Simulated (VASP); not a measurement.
# RbCd (Pm-3m) in VASP: further runs

Aim: see how the results for RbCd move with the level of theory and the settings. Levels: PBE, r2SCAN. Tasks: single point, relaxation of cell and atoms.

All numbers are computed with VASP 6.6.1; they aren't measurements. Logs are shortened: lines on timing, memory, paths and dates and some standing lists are left out, and cuts for length are marked.

## Step 1: The cell of the first run

Symmetry: Pm-3m, No. 221, cubic system. Conventional cell: a = 4.747 Å, b = 4.747 Å, c = 4.747 Å, α = 90.00°, β = 90.00°, γ = 90.00°. Rb (site symmetry m-3m) has 8 Cd at 4.11 Å and 6 Rb at 4.75 Å within 5.4 Å. Within 5.4 Å of Cd (site symmetry m-3m) lie 8 Rb at 4.11 Å and 6 Cd at 4.75 Å.

## Step 2: Single point, PBE

File INCAR:

```
SYSTEM = RbCd
PREC = Accurate ; ENCUT = 520
EDIFF = 1E-6 ; ISMEAR = 0
SIGMA = 0.1 ; LREAL = .False.
LASPH = .True. ; NELM = 80
ALGO = Normal ; ISIF = 2
LWAVE = .False. ; LCHARG = .False.
GGA = PE ; NBANDS = 18
```

File KPOINTS:

```
regular mesh
0
Gamma
  4 4 4
  0 0 0
```

File POSCAR:

```
RbCd
1.0
    4.7473294900      0.0000000000      0.0000000000
    0.0000000000      4.7473294900      0.0000000000
    0.0000000000      0.0000000000      4.7473294900
Rb Cd
1 1
Direct
    0.0000000000      0.0000000000      0.0000000000
    0.5000000000      0.5000000000      0.5000000000
```

Potentials or basis: VASP PAW PBE potentials, release 64 (Rb_sv, Cd).

Command:

```console
$ cat potpaw_PBE.64/Rb_sv/POTCAR potpaw_PBE.64/Cd/POTCAR > POTCAR
$ mpirun -np 1 vasp_std > vasp.out
```

OUTCAR:

```text
SYSTEM = RbCd
   PREC = Accurate
   ENCUT = 520
   EDIFF = 1E-6
   ISMEAR = 0
   LREAL = .False.
   LASPH = .True.
   NELM = 80
   ISIF = 2
   GGA = PE

 ion  position               nearest neighbor table
   1  0.000  0.000  0.000-   2 4.11   2 4.11   2 4.11   2 4.11   2 4.11   2 4.11   2 4.11   2 4.11

   2  0.500  0.500  0.500-   1 4.11   1 4.11   1 4.11   1 4.11   1 4.11   1 4.11   1 4.11   1 4.11

  LATTYP: Found a simple cubic cell.
 ALAT       =     4.7473294900

  Lattice vectors:

 A1 = (   4.7473294900,   0.0000000000,   0.0000000000)
 A2 = (   0.0000000000,   4.7473294900,   0.0000000000)
 A3 = (   0.0000000000,   0.0000000000,   4.7473294900)

Analysis of symmetry for initial positions (statically):
=====================================================================
 Subroutine PRICEL returns:
 Original cell was already a primitive cell.

 Routine SETGRP: Setting up the symmetry group for a
 simple cubic supercell.

 Subroutine GETGRP returns: Found 48 space group operations
 (whereof 48 operations were pure point group operations)
 out of a pool of 48 trial point group operations.

The static configuration has the point symmetry O_h .

Analysis of symmetry for dynamics (positions and initial velocities):
=====================================================================
 Subroutine PRICEL returns:
 Original cell was already a primitive cell.

 Routine SETGRP: Setting up the symmetry group for a
 simple cubic supercell.

 Subroutine GETGRP returns: Found 48 space group operations
 (whereof 48 operations were pure point group operations)
 out of a pool of 48 trial point group operations.

The dynamic configuration has the point symmetry O_h .

 Subroutine INISYM returns: Found 48 space group operations
 (whereof 48 operations are pure point group operations),
 and found     1 'primitive' translations

----------------------------------------------------------------------------------------

                                     Primitive cell

  volume of cell :     106.9912

  direct lattice vectors                    reciprocal lattice vectors
     4.747329490  0.000000000  0.000000000     0.210644743  0.000000000  0.000000000
     0.000000000  4.747329490  0.000000000     0.000000000  0.210644743  0.000000000
     0.000000000  0.000000000  4.747329490     0.000000000  0.000000000  0.210644743

  length of vectors
     4.747329490  4.747329490  4.747329490     0.210644743  0.210644743  0.210644743

  position of ions in fractional coordinates (direct lattice)
[... 56 lines left out ...]
   ISTART =      0    job   : 0-new  1-cont  2-samecut
   ICHARG =      2    charge: 1-file 2-atom 10-const
   ISPIN  =      1    spin polarized calculation?
   LNONCOLLINEAR =      F non collinear calculations
   LSORBIT =      F    spin-orbit coupling
   LASPH  =      T    aspherical Exc in radial PAW
   ENCUT  =  520.0 eV  38.22 Ry    6.18 a.u.   8.83  8.83  8.83*2*pi/ulx,y,z
   NELM   =     80;   NELMIN=  2; NELMDL= -5     # of ELM steps
   EDIFF  = 0.1E-05   stopping-criterion for ELM
   LREAL  =      F    real-space projection
[... 7 lines left out ...]
   TEBEG  =    0.0;   TEEND  =   0.0 temperature during run
   PSTRESS=    0.0 pullay stress
   NELECT =      21.0000    total number of electrons
   NUPDOWN=      -1.0000    fix difference up-down
   EMIN   =  10.00;   EMAX   =-10.00  energy-range for DOS
   EFERMI =   0.00;   METHOD = LEGACY
   ISMEAR =     0;   SIGMA  =   0.10  broadening in eV -4-tet -1-fermi 0-gaus
   EFERMI_NEDOS =   21; number of points for ismear=-14 and -15
   IALGO  =     38    algorithm
   IMIX   =      4    mixing-type and parameters
     AMIX     =   0.40;   BMIX     =  1.00
     AMIX_MAG =   1.60;   BMIX_MAG =  1.00
  volume/ion in A,a.u.               =      53.50       361.01
  Fermi-wavevector in a.u.,A,eV,Ry     =   0.951405  1.797894 12.315594  0.905171
  Thomas-Fermi vector in A             =   2.079872
   LORBIT       =      0    0 simple, 1 ext, 2 COOP (PROOUT), +10 PAW based schemes
   GGA     = PE    functional components
   LHFCALC =     F    Hartree Fock is set to
   AEXX    =    0.0000 exact exchange contribution
   IVDW    =     0    specifies the selected vdW correction
   LEPSILON=     F    determine dielectric tensor
   LRPA    =     F    only Hartree local field effects (RPA)
 non-spin polarized calculation
 Gauss-broadening in eV      SIGMA  =   0.10
  energy-cutoff  :      520.00
  volume of cell :      106.99
 maximum number of plane-waves:      2897
 NGX is ok and might be reduce to    36
   NGX = 17   NGY = 17   NGZ = 17

 number of electron      21.0000012 magnetization

 Free energy of the ion-electron system (eV)
  ---------------------------------------------------
  ext. energy  EPLUGINS =         0.00000000
  ---------------------------------------------------
  free energy    TOTEN  =        -1.62841581 eV

  energy without entropy =       -1.61237085  energy(sigma->0) =       -1.62039333

 E-fermi :   0.6079     XC(G=0):  -6.8968

 val. band max:        0.1596095468   @ k =   0.5000   0.2500   0.2500
 cond. band min:       0.6510596213   @ k =   0.5000   0.5000   0.5000
 fundamental gap:      0.4914500745
 Fermi energy:         0.6078957394

 k-point     1 :       0.0000    0.0000    0.0000
  band No.  band energies     occupation
      1     -27.9948      2.00000
      2     -12.0540      2.00000
      3     -12.0540      2.00000
      4     -12.0540      2.00000
      5      -8.4646      2.00000
      6      -8.4646      2.00000
[... 187 lines left out ...]
      5      -8.4506      2.00000
      6      -8.4506      2.00000
[... 10 lines left out ...]
     17       6.0897      0.00000
     18       7.6201      0.00000

------------------------ aborting loop because EDIFF is reached ----------------------------------------

  FORCE on cell =-STRESS in cart. coord.  units (eV):
  Direction    XX          YY          ZZ          XY          YZ          ZX
  --------------------------------------------------------------------------------------
  -------------------------------------------------------------------------------------
  Total       -0.5744480     -0.5744480     -0.5744480     -0.0000000      0.0000000     -0.0000000
  in kB       -8.6022718     -8.6022718     -8.6022718     -0.0000000      0.0000000     -0.0000000
  external PRESSURE =      -8.6022718 kB  Pullay stress =       0.0000000 kB

 VOLUME and BASIS-vectors are now :
 -----------------------------------------------------------------------------
  energy-cutoff  :      520.00
  volume of cell :      106.99
      direct lattice vectors                 reciprocal lattice vectors
     4.747329490  0.000000000  0.000000000     0.210644743  0.000000000  0.000000000
     0.000000000  4.747329490  0.000000000     0.000000000  0.210644743  0.000000000
     0.000000000  0.000000000  4.747329490     0.000000000  0.000000000  0.210644743

 POSITION                                       TOTAL-FORCE (eV/Angst)
 -----------------------------------------------------------------------------------
      0.00000      0.00000      0.00000         0.000000      0.000000      0.000000
      2.37366      2.37366      2.37366         0.000000      0.000000      0.000000
 -----------------------------------------------------------------------------------
    total drift:                                0.000000      0.000000      0.000000

  FREE ENERGIE OF THE ION-ELECTRON SYSTEM (eV)
  ---------------------------------------------------
  free  energy   TOTEN  =        -1.6284158068 eV

  energy  without entropy=       -1.6123708465  energy(sigma->0) =       -1.62039333
```

OSZICAR:

```text
N       E                     dE             d eps       ncg     rms          rms(c)
DAV:   1     0.119319352098E+03    0.11932E+03   -0.89768E+03   360   0.972E+02
DAV:   2     0.419516152150E+01   -0.11512E+03   -0.11180E+03   394   0.232E+02
DAV:   3    -0.152165821400E+01   -0.57168E+01   -0.56941E+01   492   0.504E+01
DAV:   4    -0.163447514786E+01   -0.11282E+00   -0.11270E+00   478   0.480E+00
DAV:   5    -0.163557377829E+01   -0.10986E-02   -0.10986E-02   484   0.465E-01    0.194E+00
DAV:   6    -0.162531813456E+01    0.10256E-01   -0.48187E-02   388   0.152E+00    0.114E+00
DAV:   7    -0.162719012671E+01   -0.18720E-02   -0.60250E-03   396   0.487E-01    0.466E-01
DAV:   8    -0.162827364517E+01   -0.10835E-02   -0.13151E-03   400   0.284E-01    0.445E-02
DAV:   9    -0.162841249889E+01   -0.13885E-03   -0.20646E-04   478   0.702E-02    0.640E-03
DAV:  10    -0.162841599456E+01   -0.34957E-05   -0.59908E-06   372   0.110E-02    0.384E-03
DAV:  11    -0.162841580679E+01    0.18777E-06   -0.10423E-06   330   0.492E-03
   1 F= -.16284158E+01 E0= -.16203933E+01  d E =-.160450E-01
```

stdout:

```text
POSCAR found type information on POSCAR RbCd
 POSCAR found :  2 types and       2 ions
 scaLAPACK will be used
 LDA part: xc-table for (Slater+PW92), standard interpolation
 POSCAR, INCAR and KPOINTS ok, starting setup
 FFT: planning ... GRIDC
 FFT: planning ... GRID_SOFT
 FFT: planning ... GRID
 WAVECAR not read
 entering main loop
```

Run time: 35 s. Hardware: 1 thread of Oxide Virtual Turin-like, shared host; peak memory 0.17 GiB.

Results:

```yaml
Free_energy: -1.6284 eV
Pressure: -0.9 GPa
Band_gap_on_the_k_mesh: zero (an odd number of electrons rules out a gap without spin polarisation)
```

Levels at points of the mesh, in eV from the Fermi level:
```tsv
k point	band 7	band 8	band 9	band 10	band 11	band 12	band 13	band 14
(0.00, 0.00, 0.00)	-9.04	-9.04	-9.04	-4.57	2.33	2.33	2.62	2.62
(0.50, 0.00, 0.00)	-9.05	-9.04	-9.03	-3.53	-1.34	2.37	2.37	3.00
(0.50, 0.50, 0.00)	-9.06	-9.05	-9.01	-3.12	0.08	0.08	1.55	3.80
(0.50, 0.50, 0.50)	-9.06	-9.01	-9.01	-2.28	0.04	0.04	0.04	3.58
```

(Continued in part 2 of 3.)

The gap in the log of VASP goes by the Fermi energy; the results here count the filled bands.